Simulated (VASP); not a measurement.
# Ag (Fm-3m) in VASP: notebook, part 2 of 2

VASP 6.6.1. Earlier steps stand in the parts before.

**3. Single point, revPBE+D4**

This run uses another cell than the first one, of 16.85 Å³/atom, 1.022 times its volume.

INCAR reads:

```
SYSTEM = Ag
ALGO = Normal
EDIFF = 1E-6
ENCUT = 520
GGA = RE
ISIF = 2
ISMEAR = -1
IVDW = 13
LASPH = .True.
LCHARG = .True.
LELF = .True.
LREAL = .False.
LVHAR = .True.
LWAVE = .False.
NBANDS = 12
NELM = 80
PREC = Accurate
SIGMA = 0.05
```

KPOINTS reads:

```
k-points
0
Gamma
  11 11 11
  0 0 0
```

POSCAR reads:

```
Ag
1.0
    0.0000000000      2.0346501930      2.0346501930
    2.0346501930      0.0000000000      2.0346501930
    2.0346501930      2.0346501930      0.0000000000
Ag
1
Direct
    0.0000000000      0.0000000000      0.0000000000
```

Potentials or basis: VASP PAW PBE potentials, release 64 (Ag).

Run with:

```bash
$ cat potpaw_PBE.64/Ag/POTCAR > POTCAR
$ mpirun -np 1 vasp_std > vasp.out
```

OUTCAR:

```text
SYSTEM = Ag
   EDIFF = 1E-6
   ENCUT = 520
   GGA = RE
   ISIF = 2
   ISMEAR = -1
   IVDW = 13
   LASPH = .True.
   LREAL = .False.
   NELM = 80
   PREC = Accurate

 ion  position               nearest neighbor table
   1  0.000  0.000  0.000-

  LATTYP: Found a face centered cubic cell.
 ALAT       =     4.0693003860

  Lattice vectors:

 A1 = (   0.0000000000,   2.0346501930,   2.0346501930)
 A2 = (   2.0346501930,   0.0000000000,   2.0346501930)
 A3 = (   2.0346501930,   2.0346501930,   0.0000000000)

Analysis of symmetry for initial positions (statically):
=====================================================================
 Subroutine PRICEL returns:
 Original cell was already a primitive cell.

 Routine SETGRP: Setting up the symmetry group for a
 face centered cubic supercell.

 Subroutine GETGRP returns: Found 48 space group operations
 (whereof 48 operations were pure point group operations)
 out of a pool of 48 trial point group operations.

The static configuration has the point symmetry O_h .

Analysis of symmetry for dynamics (positions and initial velocities):
=====================================================================
 Subroutine PRICEL returns:
 Original cell was already a primitive cell.

 Routine SETGRP: Setting up the symmetry group for a
 face centered cubic supercell.

 Subroutine GETGRP returns: Found 48 space group operations
 (whereof 48 operations were pure point group operations)
 out of a pool of 48 trial point group operations.

The dynamic configuration has the point symmetry O_h .

 Subroutine INISYM returns: Found 48 space group operations
 (whereof 48 operations are pure point group operations),
 and found     1 'primitive' translations

----------------------------------------------------------------------------------------

                                     Primitive cell

  volume of cell :      16.8461

  direct lattice vectors                    reciprocal lattice vectors
     0.000000000  2.034650193  2.034650193    -0.245742488  0.245742488  0.245742488
     2.034650193  0.000000000  2.034650193     0.245742488 -0.245742488  0.245742488
     2.034650193  2.034650193  0.000000000     0.245742488  0.245742488 -0.245742488

  length of vectors
     2.877429898  2.877429898  2.877429898     0.425638474  0.425638474  0.425638474

  position of ions in fractional coordinates (direct lattice)
     0.000000000  0.000000000  0.000000000

  ion indices of the primitive-cell ions
   primitive index   ion index
                 1           1

----------------------------------------------------------------------------------------

 KPOINTS: k-points

Automatic generation of k-mesh.
 Grid dimensions read from file:
 generate k-points for:   11   11   11

 Generating k-lattice:

  Cartesian coordinates                     Fractional coordinates (reciprocal lattice)
    -0.022340226  0.022340226  0.022340226     0.090909091  0.000000000  0.000000000
     0.022340226 -0.022340226  0.022340226     0.000000000  0.090909091  0.000000000
     0.022340226  0.022340226 -0.022340226     0.000000000  0.000000000  0.090909091

  Length of vectors
     0.038694407  0.038694407  0.038694407

  Shift w.r.t. Gamma in fractional coordinates (k-lattice)
     0.000000000  0.000000000  0.000000000

 Subroutine IBZKPT returns following result:
 ===========================================

 Found     56 irreducible k-points:

 Following reciprocal coordinates:
            Coordinates               Weight
  0.000000  0.000000  0.000000      1.000000
  0.090909  0.000000  0.000000      8.000000
  0.181818  0.000000  0.000000      8.000000
  0.272727  0.000000  0.000000      8.000000
  0.363636  0.000000  0.000000      8.000000
  0.454545  0.000000  0.000000      8.000000
[... 16 lines left out ...]
 -0.272727  0.181818  0.000000     24.000000
 -0.181818  0.181818  0.000000     12.000000
 [... further k-points ...]
   k-points           NKPTS =     56   k-points in BZ     NKDIM =     56   number of bands    NBANDS=     12
   number of dos      NEDOS =    301   number of ions     NIONS =      1
   total plane-waves  NPLWV =  13824
   dimension x,y,z NGX =    24 NGY =   24 NGZ =   24
   dimension x,y,z NGXF=    48 NGYF=   48 NGZF=   48
   ions per type =               1
   NGX,Y,Z   is equivalent  to a cutoff of  13.87, 13.87, 13.87 a.u.
   NGXF,Y,Z  is equivalent  to a cutoff of  27.73, 27.73, 27.73 a.u.
 SYSTEM =  Ag
   PREC   = accura    normal or accurate (medium, high low for compatibility)
   ISTART =      0    job   : 0-new  1-cont  2-samecut
   ICHARG =      2    charge: 1-file 2-atom 10-const
   ISPIN  =      1    spin polarized calculation?
   LNONCOLLINEAR =      F non collinear calculations
   LSORBIT =      F    spin-orbit coupling
   LASPH  =      T    aspherical Exc in radial PAW
   ENCUT  =  520.0 eV  38.22 Ry    6.18 a.u.   5.35  5.35  5.35*2*pi/ulx,y,z
   NELM   =     80;   NELMIN=  2; NELMDL= -5     # of ELM steps
   EDIFF  = 0.1E-05   stopping-criterion for ELM
   LREAL  =      F    real-space projection
   EDIFFG = 0.1E-04   stopping-criterion for IOM
   NSW    =      0    number of steps for IOM
   IBRION =     -1    ionic relax: 0-MD 1-quasi-New 2-CG
   NFREE  =      0    steps in history (QN), initial steepest desc. (CG)
   ISIF   =      2    stress and relaxation
   ISYM   =      2    0-nonsym 1-usesym 2-fastsym
   POTIM  = 0.5000    time-step for ionic-motion
   TEBEG  =    0.0;   TEEND  =   0.0 temperature during run
   PSTRESS=    0.0 pullay stress
   NELECT =      11.0000    total number of electrons
   NUPDOWN=      -1.0000    fix difference up-down
   EMIN   =  10.00;   EMAX   =-10.00  energy-range for DOS
   EFERMI =   0.00;   METHOD = LEGACY
   ISMEAR =    -1;   SIGMA  =   0.05  broadening in eV -4-tet -1-fermi 0-gaus
   EFERMI_NEDOS =   21; number of points for ismear=-14 and -15
   IALGO  =     38    algorithm
   IMIX   =      4    mixing-type and parameters
     AMIX     =   0.40;   BMIX     =  1.00
     AMIX_MAG =   1.60;   BMIX_MAG =  1.00
  volume/ion in A,a.u.               =      16.85       113.68
  Fermi-wavevector in a.u.,A,eV,Ry     =   1.420276  2.683932 27.445440  2.017183
  Thomas-Fermi vector in A             =   2.541208
   LORBIT       =      0    0 simple, 1 ext, 2 COOP (PROOUT), +10 PAW based schemes
   GGA     = RE    functional components
   LHFCALC =     F    Hartree Fock is set to
   AEXX    =    0.0000 exact exchange contribution
   IVDW    =    13    specifies the selected vdW correction
   LEPSILON=     F    determine dielectric tensor
   LRPA    =     F    only Hartree local field effects (RPA)
 non-spin polarized calculation
  energy-cutoff  :      520.00
  volume of cell :       16.85
 maximum number of plane-waves:       465
 NGX is ok and might be reduce to    24
   NGX = 11   NGY = 11   NGZ = 11

 number of electron      11.0000000 magnetization

 Free energy of the ion-electron system (eV)
  ---------------------------------------------------
  ext. energy  EPLUGINS =         0.00000000
  ---------------------------------------------------
  free energy    TOTEN  =        -2.25990521 eV

  energy without entropy =       -2.25733342  energy(sigma->0) =       -2.25861931

 E-fermi :   8.9526     XC(G=0): -12.1896

 val. band max:        8.9032564764   @ k =  -0.4545   0.0909   0.0000
 cond. band min:       9.0143360226   @ k =   0.4545   0.3636   0.0000
 fundamental gap:      0.1110795463
 Fermi energy:         8.9525766929

 k-point     1 :       0.0000    0.0000    0.0000
  band No.  band energies     occupation
      1       0.8654      2.00000
      2       3.8275      2.00000
      3       3.8275      2.00000
      4       3.8275      2.00000
      5       4.8784      2.00000
      6       4.8784      2.00000
      7      24.7379      0.00000
      8      28.4168      0.00000
      9      28.4168      0.00000
     10      28.4168      0.00000
     11      33.2020      0.00000
     12      34.4625      0.00000
[... 331 lines left out ...]
 k-point    24 :      -0.1818    0.1818    0.0000
  band No.  band energies     occupation
      1       2.9069      2.00000
      2       3.4191      2.00000
      3       4.0454      2.00000
      4       4.4509      2.00000
      5       4.4815      2.00000
      6       6.0482      2.00000
      7      20.7390      0.00000
      8      21.1490      0.00000
      9      27.4221      0.00000
     10      29.2178      0.00000
     11      29.9975      0.00000
     12      33.5736      0.00000

 [... further k-points ...]

------------------------ aborting loop because EDIFF is reached ----------------------------------------

  DFT-D4 for vdW energy calculation

  Edisp (eV):   -0.97392

  FORCE on cell =-STRESS in cart. coord.  units (eV):
  Direction    XX          YY          ZZ          XY          YZ          ZX
  --------------------------------------------------------------------------------------
  -------------------------------------------------------------------------------------
  Total      -0.01741    -0.01741    -0.01741     0.00000    -0.00000     0.00000
  in kB      -1.65581    -1.65581    -1.65581     0.00000    -0.00000     0.00000
  external pressure =       -1.66 kB  Pullay stress =        0.00 kB

 VOLUME and BASIS-vectors are now :
 -----------------------------------------------------------------------------
  energy-cutoff  :      520.00
  volume of cell :       16.85
      direct lattice vectors                 reciprocal lattice vectors
     0.000000000  2.034650193  2.034650193    -0.245742488  0.245742488  0.245742488
     2.034650193  0.000000000  2.034650193     0.245742488 -0.245742488  0.245742488
     2.034650193  2.034650193  0.000000000     0.245742488  0.245742488 -0.245742488

 POSITION                                       TOTAL-FORCE (eV/Angst)
 -----------------------------------------------------------------------------------
      0.00000      0.00000      0.00000         0.000000      0.000000      0.000000
 -----------------------------------------------------------------------------------
    total drift:                               -0.000000      0.000000     -0.000000

  FREE ENERGIE OF THE ION-ELECTRON SYSTEM (eV)
  ---------------------------------------------------
  free  energy   TOTEN  =        -3.2338223756 eV

  energy  without entropy=       -3.2312505779  energy(sigma->0) =       -3.23253648
```

It took 6.2 s on 1 thread of Intel Xeon 6975P-C, shared host; peak memory 0.15 GiB.

Results:

```yaml
Free_energy: -3.2338 eV
Pressure: -0.2 GPa
Dispersion_energy_per_atom: -0.974 eV
```

Levels at points of the mesh, in eV from the Fermi level:
| k point | band 3 | band 4 | band 5 | band 6 | band 7 | band 8 | band 9 | band 10 |
| --- | --- | --- | --- | --- | --- | --- | --- | --- |
| (0.00, 0.00, 0.00) | -5.13 | -5.13 | -4.07 | -4.07 | 15.79 | 19.46 | 19.46 | 19.46 |

Caveat: the PAW data sets were made with another functional, which shifts forces and pressure a little; pairwise dispersion overbinds metals, which lowers pressure and volume.

**4. Single point, PBE exchange alone**

This run uses another cell than the first one, of 17.39 Å³/atom, 1.055 times its volume.

INCAR reads:

```
SYSTEM = Ag
PREC = Accurate ; ENCUT = 520
EDIFF = 1E-6 ; ISMEAR = -1
SIGMA = 0.05 ; LREAL = .FALSE.
LASPH = .TRUE. ; NELM = 60
ALGO = Normal ; ISIF = 2
LWAVE = .FALSE. ; LCHARG = .TRUE.
GGA = PE ; ALDAC = 0.0
AGGAC = 0.0 ; LELF = .TRUE.
LVHAR = .TRUE. ; NBANDS = 12
```

KPOINTS reads:

```
regular mesh
0
G
  11 11 11
  0 0 0
```

POSCAR reads:

```
Ag
1.0
    0.0000000000      2.0562785400      2.0562785400
    2.0562785400      0.0000000000      2.0562785400
    2.0562785400      2.0562785400      0.0000000000
Ag
1
Direct
    0.0000000000      0.0000000000      0.0000000000
```

Run with:

```bash
$ cat potpaw_PBE.64/Ag/POTCAR > POTCAR
$ mpirun -np 1 vasp_std > vasp.out
```

Wall time 6 s (1 thread of Intel Xeon 6975P-C, shared host); peak memory 0.14 GiB.

It converged, with:

| Item | Value |
| --- | --- |
| Free energy | -1.2129 eV |
| Pressure | 20.2 GPa |

Levels at points of the mesh, in eV from the Fermi level:
```
           k point  band 4  band 5  band 6  band 7  band 8  band 9
(0.00, 0.00, 0.00)   -5.10   -4.10   -4.10   15.88   19.13   19.13
```

**5. Overview**

| level | cell | gap on the mesh (eV) | pressure (GPa) |
| --- | --- | --- | --- |
| revPBE+D3(BJ) | a = 2.857 Å, angles 60.0°, 1 atom | none | -0.2 |
| revPBE+D4 | a = 2.877 Å, angles 60.0°, 1 atom | none | -0.2 |
| PBE exchange alone | a = 2.908 Å, angles 60.0°, 1 atom | none | 20.2 |

Alike in all rows: task single point; potentials or basis VASP PAW PBE potentials, release 64 (Ag); no spin polarisation; k mesh 11 × 11 × 11; cutoff (eV) 520; smearing fermi-dirac 0.05 eV.

Caveats: the PAW data sets were made with another functional, which shifts forces and pressure a little (some runs); pairwise dispersion overbinds metals, which lowers pressure and volume (some runs).

Total energies depend on the potentials used, so only differences within one code and one set of settings carry meaning.
